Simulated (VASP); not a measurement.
Sb2W, 3 atoms in the cell. Symmetry: P-3m1, No. 164, trigonal system. Conventional cell: a = 3.465 Å, b = 3.465 Å, c = 6.717 Å, α = 90.00°, β = 90.00°, γ = 120.00°. Within 3.6 Å of W (site symmetry -3m) lie 6 Sb at 2.77 Å and 6 W at 3.46 Å. Within 3.6 Å of Sb (site symmetry 3m) lie 3 W at 2.77 Å and 9 Sb at 3.46 to 3.52 Å. 

| Item | Value |
| --- | --- |
| Program | VASP 6.6.1 |
| Task | density of states |
| Functional | PBE |
| Potentials or basis | VASP PAW PBE potentials, release 64 (W_sv, Sb) |
| Cutoff | 520 eV |
| k mesh | 12 × 12 × 6 |
| Occupations | gaussian, width 0.05 eV |
| Spin | no spin polarisation |
| Dipole correction | no |
| k mesh for the DOS | 18 × 18 × 9 |
| Occupations for the DOS | tetrahedron |
| Further INCAR settings | ALGO = Normal; EDIFF = 1e-06 |

Potentials or basis: VASP PAW PBE potentials, release 64 (W_sv, Sb).

The run is started by

```bash
$ cat potpaw_PBE.64/W_sv/POTCAR potpaw_PBE.64/Sb/POTCAR > POTCAR
$ cp INCAR.step1 INCAR
$ cp KPOINTS.step1 KPOINTS
$ mpirun -np 1 vasp_std > vasp.out
$ cp INCAR.step2 INCAR
$ cp KPOINTS.step2 KPOINTS
$ mpirun -np 1 vasp_std > vasp.out
```

Hardware: 1 thread of Intel(R) Xeon(R) 6975P-C (Granite Rapids), on a shared host.

**Question.** Estimate the wall time of this run.

**Answer.** Wall time 110 s on 1 thread of Intel(R) Xeon(R) 6975P-C (Granite Rapids), on a shared host, peak memory 0.45 GiB. Counts: k points 293.
